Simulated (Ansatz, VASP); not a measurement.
**Two plane-wave programs on TiCo**

File INCAR:

```
PREC = Accurate
ENCUT = 520
EDIFF = 1E-6
ISMEAR = -5
SIGMA = 0.05
LREAL = F
LASPH = T
NELM = 150
ALGO = Fast
ISIF = 2
LWAVE = F
LCHARG = T
ISPIN = 2
MAGMOM = 2 1
LORBIT = 11
LMAXMIX = 4
GGA = PE
IVDW = 13
LELF = T
LVHAR = T
NBANDS = 22
```

Contents of KPOINTS:

```
Automatic mesh
0
Gamma
  7 7 7
```

File POSCAR:

```
TiCo
1.0
    3.0209860000     -0.0548440000      0.0225190000
   -0.0548440000      2.9453460000     -0.0128370000
    0.0225190000     -0.0128370000      2.9937230000
Co Ti
1 1
Direct
    0.5000000000      0.5000000000      0.5000000000
    0.0000000000      0.0000000000      0.0000000000
```

input.yaml

```yaml
crystal:
  lattice:
    - [3.020986, -0.054844, 0.022519]
    - [-0.054844, 2.945346, -0.012837]
    - [0.022519, -0.012837, 2.993723]
  atoms:
    - { symbol: Co, position: [0.5, 0.5, 0.5], spin: 2.0 }
    - { symbol: Ti, position: [0.0, 0.0, 0.0], spin: 1.0 }
hamiltonian:
  xc: pbe
  pseudopotentials:
    kind: nc
    accuracy: standard
    azcp: { Co: Co_ONCV_PBE-1.2.nc.azcp, Ti: Ti_ONCV_PBE-1.2.nc.azcp }
  dispersion: d4
magnetization:
  spin_polarized: true
kpoints:
  mp_grid: { grid: [7, 7, 7] }
scf:
  occupations: { method: tetrahedron }
output:
  forces: true
  stress: true
  write_density: true
  write_potential: true
  elf: true
  volumetric_format: npy
```

Change from the starting cell: cell strained at random at fixed volume.

Alike in both runs: functional PBE; dispersion D4; k mesh 7 × 7 × 7; occupations tetrahedron; collinear spin.

|  | VASP | Ansatz |
| --- | --- | --- |
| version | VASP 6.6.1 | Ansatz 0.2.0 |
| potentials or method | VASP PAW PBE potentials, release 64 (Co, Ti_sv) | SG15 NC |
| plane-wave cutoff (eV) | 520 | 1225 |
| valence electrons in the cell | 21 | 29 |
| task | single point | electron localisation function |

Ansatz gave:

| Item | Value |
| --- | --- |
| gap on the k mesh at the Fermi level (eV) | none |
| pressure (GPa) | -2.9 |
| traceless stress, the component that is largest in VASP (GPa) | 2.39 |
| net moment per atom (μB) | 0.46 |
| size of the moment on the site where the two differ most (μB) | 1.02 |

Task: Which values does VASP return?

Result: gap on the k mesh at the Fermi level (eV): none; pressure (GPa): -3.9; traceless stress, the component that is largest in VASP (GPa): 2.24; net moment per atom (μB): 0.45; size of the moment on the site where the two differ most (μB): 0.97.

Site moments also hang on the region over which each program counts them. A gap of «none» marks a metal or a gap that the smearing closes. VASP's potentials hold 21 valence electrons a cell and Ansatz's 29, so a difference there can come from the potentials and not from the codes.
